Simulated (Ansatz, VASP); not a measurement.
## C: VASP beside Ansatz

```
CELL_PARAMETERS angstrom
5.77013 0.00000 0.00000
-2.88506 4.99708 0.00000
0.00000 0.00000 1.29349
ATOMIC_POSITIONS crystal
C 0.00000 0.00000 0.00000
C 0.33333 0.66667 0.50000
C 0.66667 0.33333 0.50000
```

Alike in both runs: task single point; functional LDA; k mesh 7 × 7 × 27; occupations fermi-dirac, width 0.1 eV; no spin polarisation.

|  | VASP | Ansatz |
| --- | --- | --- |
| version | VASP 6.6.1 | Ansatz 0.2.0 |
| potentials or method | VASP PAW LDA potentials, release 64 (C), cutoff 520 eV | plane waves (420 eV) with PAW, scalar-relativistic |
| valence electrons in the cell | 12 | 12 |

|  | VASP | Ansatz | Ansatz less VASP |
| --- | --- | --- | --- |
| pressure (GPa) | -7.1 | -7.1 | +0.05 |
| traceless stress, the component that is largest in VASP (GPa) | -14.33 | -14.42 | -0.082 |

Ansatz warns that its potentials were made for another functional, while VASP's fit it. LDA's correlation is that of Perdew and Zunger in VASP and of Perdew and Wang (1992) in Ansatz.
